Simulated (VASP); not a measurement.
# Ag (Pm-3n) in VASP: notebook

The runs below take Ag through single point, with PBEsol.

All numbers are computed with VASP 6.6.1; they aren't measurements. Logs are shortened: lines on timing, memory, paths and dates and some standing lists are left out, and cuts for length are marked.

**1. The cell of the first run**

The structure is cubic, space group Pm-3n (No. 223). The conventional cell has a = 5.202 Å, b = 5.202 Å, c = 5.202 Å, α = 90.00°, β = 90.00°, γ = 90.00°. Ag (site symmetry m-3) has 12 Ag at 2.91 Å within 3.8 Å. Ag (site symmetry -4m2) has 14 Ag at 2.60 to 3.19 Å within 3.4 Å.

**2. Single point, PBEsol**

INCAR

```
PREC = Accurate ; ENCUT = 520
EDIFF = 1E-6 ; ISMEAR = 0
SIGMA = 0.1 ; LREAL = F
LASPH = T ; NELM = 60
ALGO = Normal ; ISIF = 2
LWAVE = F ; LCHARG = F
GGA = PS ; NBANDS = 54
```

KPOINTS

```
Automatic mesh
0
Gamma
  4 4 4
```

POSCAR

```
Ag
1.0
    5.2022289223      0.0000000000      0.0000000000
    0.0000000000      5.2022289223      0.0000000000
    0.0000000000      0.0000000000      5.2022289223
Ag
8
Direct
    0.5000000000      0.5000000000      0.5000000000
    0.0000000000      0.0000000000      0.0000000000
    0.2500000000      0.0000000000      0.5000000000
    0.5000000000      0.2500000000      0.0000000000
    0.5000000000      0.7500000000      0.0000000000
    0.7500000000      0.0000000000      0.5000000000
    0.0000000000      0.5000000000      0.7500000000
    0.0000000000      0.5000000000      0.2500000000
```

Potentials or basis: VASP PAW PBE potentials, release 64 (Ag).

The run is started by

```sh
> cat potpaw_PBE.64/Ag/POTCAR > POTCAR
> mpirun -np 1 vasp_std > vasp.out
```

OUTCAR:

```text
PREC = Accurate
   ENCUT = 520
   EDIFF = 1E-6
   ISMEAR = 0
   LREAL = F
   LASPH = T
   NELM = 60
   ISIF = 2
   GGA = PS

 ion  position               nearest neighbor table
   1  0.500  0.500  0.500-   3 2.91   4 2.91   5 2.91   6 2.91   7 2.91   8 2.91   4 2.91   5 2.91
                             3 2.91   6 2.91   7 2.91   8 2.91
   2  0.000  0.000  0.000-   3 2.91   4 2.91   5 2.91   6 2.91   7 2.91   8 2.91   3 2.91   6 2.91
                             7 2.91   8 2.91   4 2.91   5 2.91
   3  0.250  0.000  0.500-   6 2.60   6 2.60   1 2.91   2 2.91   1 2.91   2 2.91   8 3.19   5 3.19
                             4 3.19   5 3.19   4 3.19   7 3.19   8 3.19   7 3.19
   4  0.500  0.250  0.000-   5 2.60   5 2.60   1 2.91   1 2.91   2 2.91   2 2.91   8 3.19   3 3.19
                             3 3.19   6 3.19   6 3.19   7 3.19   7 3.19   8 3.19
   5  0.500  0.750  0.000-   4 2.60   4 2.60   1 2.91   1 2.91   2 2.91   2 2.91   8 3.19   3 3.19
                             3 3.19   6 3.19   6 3.19   7 3.19   7 3.19   8 3.19
   6  0.750  0.000  0.500-   3 2.60   3 2.60   1 2.91   2 2.91   1 2.91   2 2.91   8 3.19   4 3.19
                             4 3.19   5 3.19   5 3.19   7 3.19   8 3.19   7 3.19
   7  0.000  0.500  0.750-   8 2.60   8 2.60   1 2.91   2 2.91   2 2.91   1 2.91   3 3.19   4 3.19
                             5 3.19   3 3.19   6 3.19   6 3.19   4 3.19   5 3.19
   8  0.000  0.500  0.250-   7 2.60   7 2.60   1 2.91   2 2.91   2 2.91   1 2.91   3 3.19   4 3.19
                             5 3.19   3 3.19   6 3.19   6 3.19   4 3.19   5 3.19

  LATTYP: Found a simple cubic cell.
 ALAT       =     5.2022289223

  Lattice vectors:

 A1 = (   5.2022289223,   0.0000000000,   0.0000000000)
 A2 = (   0.0000000000,   5.2022289223,   0.0000000000)
 A3 = (   0.0000000000,   0.0000000000,   5.2022289223)

Analysis of symmetry for initial positions (statically):
=====================================================================
 Subroutine PRICEL returns:
 Original cell was already a primitive cell.

 Routine SETGRP: Setting up the symmetry group for a
 simple cubic supercell.

 Subroutine GETGRP returns: Found 48 space group operations
 (whereof 24 operations were pure point group operations)
 out of a pool of 48 trial point group operations.

The static configuration has the point symmetry T_h .
 The point group associated with its full space group is O_h .

Analysis of symmetry for dynamics (positions and initial velocities):
=====================================================================
 Subroutine PRICEL returns:
 Original cell was already a primitive cell.

 Routine SETGRP: Setting up the symmetry group for a
 simple cubic supercell.

 Subroutine GETGRP returns: Found 48 space group operations
 (whereof 24 operations were pure point group operations)
 out of a pool of 48 trial point group operations.

The dynamic configuration has the point symmetry T_h .
 The point group associated with its full space group is O_h .

 Subroutine INISYM returns: Found 48 space group operations
 (whereof 24 operations are pure point group operations),
 and found     1 'primitive' translations

----------------------------------------------------------------------------------------

                                     Primitive cell

  volume of cell :     140.7889

  direct lattice vectors                    reciprocal lattice vectors
     5.202228922  0.000000000  0.000000000     0.192225297  0.000000000  0.000000000
     0.000000000  5.202228922  0.000000000     0.000000000  0.192225297  0.000000000
     0.000000000  0.000000000  5.202228922     0.000000000  0.000000000  0.192225297

  length of vectors
     5.202228922  5.202228922  5.202228922     0.192225297  0.192225297  0.192225297

  position of ions in fractional coordinates (direct lattice)
     0.500000000  0.500000000  0.500000000
     0.000000000  0.000000000  0.000000000
     0.250000000  0.000000000  0.500000000
     0.500000000  0.250000000  0.000000000
     0.500000000  0.750000000  0.000000000
     0.750000000  0.000000000  0.500000000
     0.000000000  0.500000000  0.750000000
     0.000000000  0.500000000  0.250000000

  ion indices of the primitive-cell ions
   primitive index   ion index
                 1           1
                 2           2
                 3           3
                 4           4
                 5           5
                 6           6
                 7           7
                 8           8

----------------------------------------------------------------------------------------

 KPOINTS: Automatic mesh

Automatic generation of k-mesh.
 Grid dimensions read from file:
 generate k-points for:    4    4    4

 Generating k-lattice:

  Cartesian coordinates                     Fractional coordinates (reciprocal lattice)
     0.048056324  0.000000000  0.000000000     0.250000000  0.000000000  0.000000000
     0.000000000  0.048056324  0.000000000     0.000000000  0.250000000  0.000000000
     0.000000000  0.000000000  0.048056324     0.000000000  0.000000000  0.250000000

  Length of vectors
     0.048056324  0.048056324  0.048056324

  Shift w.r.t. Gamma in fractional coordinates (k-lattice)
     0.000000000  0.000000000  0.000000000

 Subroutine IBZKPT returns following result:
 ===========================================

 Found     10 irreducible k-points:

 Following reciprocal coordinates:
            Coordinates               Weight
  0.000000  0.000000  0.000000      1.000000
  0.250000  0.000000  0.000000      6.000000
  0.500000  0.000000  0.000000      3.000000
  0.250000  0.250000  0.000000     12.000000
  0.500000  0.250000  0.000000     12.000000
  0.500000  0.500000  0.000000      3.000000
  0.250000  0.250000  0.250000      8.000000
  0.500000  0.250000  0.250000     12.000000
  0.500000  0.500000  0.250000      6.000000
  0.500000  0.500000  0.500000      1.000000
   k-points           NKPTS =     10   k-points in BZ     NKDIM =     10   number of bands    NBANDS=     54
   number of dos      NEDOS =    301   number of ions     NIONS =      8
   total plane-waves  NPLWV =  64000
   dimension x,y,z NGX =    40 NGY =   40 NGZ =   40
   dimension x,y,z NGXF=    80 NGYF=   80 NGZF=   80
   ions per type =               8
   NGX,Y,Z   is equivalent  to a cutoff of  12.78, 12.78, 12.78 a.u.
   NGXF,Y,Z  is equivalent  to a cutoff of  25.57, 25.57, 25.57 a.u.
 SYSTEM =  unknown system
   PREC   = accura    normal or accurate (medium, high low for compatibility)
   ISTART =      0    job   : 0-new  1-cont  2-samecut
   ICHARG =      2    charge: 1-file 2-atom 10-const
   ISPIN  =      1    spin polarized calculation?
   LNONCOLLINEAR =      F non collinear calculations
   LSORBIT =      F    spin-orbit coupling
   LASPH  =      T    aspherical Exc in radial PAW
   ENCUT  =  520.0 eV  38.22 Ry    6.18 a.u.   9.67  9.67  9.67*2*pi/ulx,y,z
   NELM   =     60;   NELMIN=  2; NELMDL= -5     # of ELM steps
   EDIFF  = 0.1E-05   stopping-criterion for ELM
   LREAL  =      F    real-space projection
   EDIFFG = 0.1E-04   stopping-criterion for IOM
   NSW    =      0    number of steps for IOM
   IBRION =     -1    ionic relax: 0-MD 1-quasi-New 2-CG
   NFREE  =      0    steps in history (QN), initial steepest desc. (CG)
   ISIF   =      2    stress and relaxation
   ISYM   =      2    0-nonsym 1-usesym 2-fastsym
   POTIM  = 0.5000    time-step for ionic-motion
   TEBEG  =    0.0;   TEEND  =   0.0 temperature during run
   PSTRESS=    0.0 pullay stress
   NELECT =      88.0000    total number of electrons
   NUPDOWN=      -1.0000    fix difference up-down
   EMIN   =  10.00;   EMAX   =-10.00  energy-range for DOS
   EFERMI =   0.00;   METHOD = LEGACY
   ISMEAR =     0;   SIGMA  =   0.10  broadening in eV -4-tet -1-fermi 0-gaus
   EFERMI_NEDOS =   21; number of points for ismear=-14 and -15
   IALGO  =     38    algorithm
   IMIX   =      4    mixing-type and parameters
     AMIX     =   0.40;   BMIX     =  1.00
     AMIX_MAG =   1.60;   BMIX_MAG =  1.00
  volume/ion in A,a.u.               =      17.60       118.76
  Fermi-wavevector in a.u.,A,eV,Ry     =   1.399736  2.645118 26.657378  1.959262
  Thomas-Fermi vector in A             =   2.522766
   LORBIT       =      0    0 simple, 1 ext, 2 COOP (PROOUT), +10 PAW based schemes
   GGA     = PS    functional components
   LHFCALC =     F    Hartree Fock is set to
   AEXX    =    0.0000 exact exchange contribution
   IVDW    =     0    specifies the selected vdW correction
   LEPSILON=     F    determine dielectric tensor
   LRPA    =     F    only Hartree local field effects (RPA)
 non-spin polarized calculation
 Gauss-broadening in eV      SIGMA  =   0.10
  energy-cutoff  :      520.00
  volume of cell :      140.79
 maximum number of plane-waves:      3840
 NGX is ok and might be reduce to    40
   NGX = 19   NGY = 19   NGZ = 19

 number of electron      88.0000062 magnetization

 Free energy of the ion-electron system (eV)
  ---------------------------------------------------
  ext. energy  EPLUGINS =         0.00000000
  ---------------------------------------------------
  free energy    TOTEN  =       -25.73532596 eV

  energy without entropy =      -25.72969815  energy(sigma->0) =      -25.73251206

 E-fermi :   7.8989     XC(G=0): -12.2104

 val. band max:        7.7819803399   @ k =   0.0000   0.0000   0.0000
 cond. band min:       7.9246963878   @ k =   0.5000   0.5000   0.2500
 fundamental gap:      0.1427160480
 Fermi energy:         7.8989301379

 k-point     1 :       0.0000    0.0000    0.0000
  band No.  band energies     occupation
      1       0.1768      2.00000
      2       1.3568      2.00000
      3       1.3568      2.00000
      4       1.9063      2.00000
      5       2.0724      2.00000
      6       2.0724      2.00000
[... 46 lines left out ...]
     53      14.5933      0.00000
     54      14.9192      0.00000

 k-point     2 :       0.2500    0.0000    0.0000
  band No.  band energies     occupation
      1       0.5562      2.00000
      2       1.3322      2.00000
      3       1.5899      2.00000
      4       1.8280      2.00000
      5       2.0320      2.00000
      6       2.1324      2.00000
[... 46 lines left out ...]
     53      14.9889      0.00000
     54      14.9889      0.00000

 k-point     3 :       0.5000    0.0000    0.0000
  band No.  band energies     occupation
      1       1.2659      2.00000
      2       1.2659      2.00000
      3       1.6863      2.00000
      4       1.6863      2.00000
      5       2.1095      2.00000
      6       2.1095      2.00000
[... 46 lines left out ...]
     53      15.7866      0.00000
     54      15.7866      0.00000

 k-point     4 :       0.2500    0.2500    0.0000
  band No.  band energies     occupation
      1       0.9176      2.00000
      2       1.4588      2.00000
      3       1.7165      2.00000
      4       1.9213      2.00000
      5       1.9578      2.00000
      6       2.1405      2.00000
[... 46 lines left out ...]
     53      14.8401      0.00000
     54      15.3804      0.00000

 k-point     5 :       0.5000    0.2500    0.0000
  band No.  band energies     occupation
      1       1.3939      2.00000
      2       1.6347      2.00000
      3       1.7963      2.00000
      4       1.8515      2.00000
      5       2.0086      2.00000
      6       2.0555      2.00000
[... 46 lines left out ...]
     53      14.0495      0.00000
     54      14.2202      0.00000

 k-point     6 :       0.5000    0.5000    0.0000
  band No.  band energies     occupation
      1       1.5288      2.00000
      2       1.7966      2.00000
      3       1.7966      2.00000
      4       1.9019      2.00000
      5       2.0889      2.00000
      6       2.0889      2.00000
[... 46 lines left out ...]
     53      17.0550      0.00000
     54      17.0747      0.00000

 k-point     7 :       0.2500    0.2500    0.2500
  band No.  band energies     occupation
      1       1.2760      2.00000
      2       1.7548      2.00000
      3       1.7548      2.00000
      4       1.9132      2.00000
      5       2.0734      2.00000
      6       2.0734      2.00000
[... 46 lines left out ...]
     53      15.4687      0.00000
     54      15.5813      0.00000

 k-point     8 :       0.5000    0.2500    0.2500
  band No.  band energies     occupation
      1       1.7816      2.00000
      2       1.7816      2.00000
      3       1.9374      2.00000
      4       1.9374      2.00000
      5       2.1455      2.00000
      6       2.1455      2.00000
[... 46 lines left out ...]
     53      16.4340      0.00000
     54      16.4340      0.00000

 k-point     9 :       0.5000    0.5000    0.2500
  band No.  band energies     occupation
      1       1.9370      2.00000
      2       1.9370      2.00000
      3       1.9855      2.00000
      4       1.9924      2.00000
      5       2.1763      2.00000
      6       2.2545      2.00000
[... 46 lines left out ...]
     53      17.4318      0.00000
     54      17.5480      0.00000

 k-point    10 :       0.5000    0.5000    0.5000
  band No.  band energies     occupation
      1       2.1506      2.00000
      2       2.1506      2.00000
      3       2.1506      2.00000
      4       2.1506      2.00000
      5       2.1506      2.00000
      6       2.1506      2.00000
[... 46 lines left out ...]
     53      18.1795      0.00000
     54      18.1801      0.00000

------------------------ aborting loop because EDIFF is reached ----------------------------------------

  FORCE on cell =-STRESS in cart. coord.  units (eV):
  Direction    XX          YY          ZZ          XY          YZ          ZX
  --------------------------------------------------------------------------------------
  -------------------------------------------------------------------------------------
  Total       -2.3652279     -2.3652279     -2.3652279      0.0000000     -0.0000000     -0.0000000
  in kB      -26.9162898    -26.9162898    -26.9162898      0.0000000     -0.0000000     -0.0000000
  external PRESSURE =     -26.9162898 kB  Pullay stress =       0.0000000 kB

 VOLUME and BASIS-vectors are now :
 -----------------------------------------------------------------------------
  energy-cutoff  :      520.00
  volume of cell :      140.79
      direct lattice vectors                 reciprocal lattice vectors
     5.202228922  0.000000000  0.000000000     0.192225297  0.000000000  0.000000000
     0.000000000  5.202228922  0.000000000     0.000000000  0.192225297  0.000000000
     0.000000000  0.000000000  5.202228922     0.000000000  0.000000000  0.192225297

 POSITION                                       TOTAL-FORCE (eV/Angst)
 -----------------------------------------------------------------------------------
      2.60111      2.60111      2.60111        -0.000000     -0.000000     -0.000000
      0.00000      0.00000      0.00000        -0.000000     -0.000000     -0.000000
      1.30056      0.00000      2.60111        -0.000000      0.000000      0.000000
      2.60111      1.30056      0.00000        -0.000000     -0.000000     -0.000000
      2.60111      3.90167      0.00000        -0.000000      0.000000     -0.000000
      3.90167      0.00000      2.60111         0.000000      0.000000      0.000000
      0.00000      2.60111      3.90167         0.000000      0.000000     -0.000000
      0.00000      2.60111      1.30056        -0.000000     -0.000000      0.000000
 -----------------------------------------------------------------------------------
    total drift:                               -0.000000     -0.000000      0.000000

  FREE ENERGIE OF THE ION-ELECTRON SYSTEM (eV)
  ---------------------------------------------------
  free  energy   TOTEN  =       -25.7353259583 eV

  energy  without entropy=      -25.7296981530  energy(sigma->0) =      -25.73251206
```

It took 66 s on 1 thread of Intel Xeon Platinum 8488C (Sapphire Rapids), shared host; peak memory 0.25 GiB.

Results:

```yaml
Free_energy: -25.7353 eV
Pressure: -2.7 GPa
Band_gap_on_the_k_mesh: zero (band 44 reaches 8.81 eV, above the bottom of band 45 at 6.51 eV)
```

Caveat: the PAW data sets were made with another functional, which shifts forces and pressure a little.

(Continued in part 2 of 2.)
